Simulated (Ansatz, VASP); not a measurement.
## Two plane-wave programs on Y3LuO2

```
CELL_PARAMETERS angstrom
3.33853 1.92750 3.39728
-3.33853 1.92750 3.39728
0.00000 -3.85500 3.39728
ATOMIC_POSITIONS crystal
Y 0.50000 0.50000 0.00000
Y 0.00000 0.50000 0.50000
Y 0.50000 0.00000 0.50000
Lu 0.00000 0.00000 0.00000
O 0.63817 0.63817 0.63817
O 0.36183 0.36183 0.36183
```

Alike in both runs: task relaxation of cell and atoms; functional PBE; k mesh 3 × 3 × 3; occupations gaussian, width 0.1 eV; no spin polarisation.

|  | VASP | Ansatz |
| --- | --- | --- |
| version | VASP 6.6.1 | Ansatz 0.2.0 |
| potentials or method | VASP PAW PBE potentials, release 64 (Y_sv, Lu, O), cutoff 600 eV | scalar-relativistic, plane waves, PAW |
| valence electrons in the cell | 70 | 70 |

Ansatz gave:

| Item | Value |
| --- | --- |
| gap on the k mesh at the Fermi level, each at its own relaxed structure (eV) | none |
| relaxed volume (Å³/atom) | 23.29 |
| relaxed cell length with the largest relative difference (Å) | 5.189 |

What did VASP give for the same quantities?

gap on the k mesh at the Fermi level, each at its own relaxed structure (eV): none; relaxed volume (Å³/atom): 23.34; relaxed cell length with the largest relative difference (Å): 5.193.

A gap of «none» marks a metal or a gap that the smearing closes.

The k mesh is coarse, so the values compare programs but aren't converged. Neither program's run includes spin-orbit coupling.
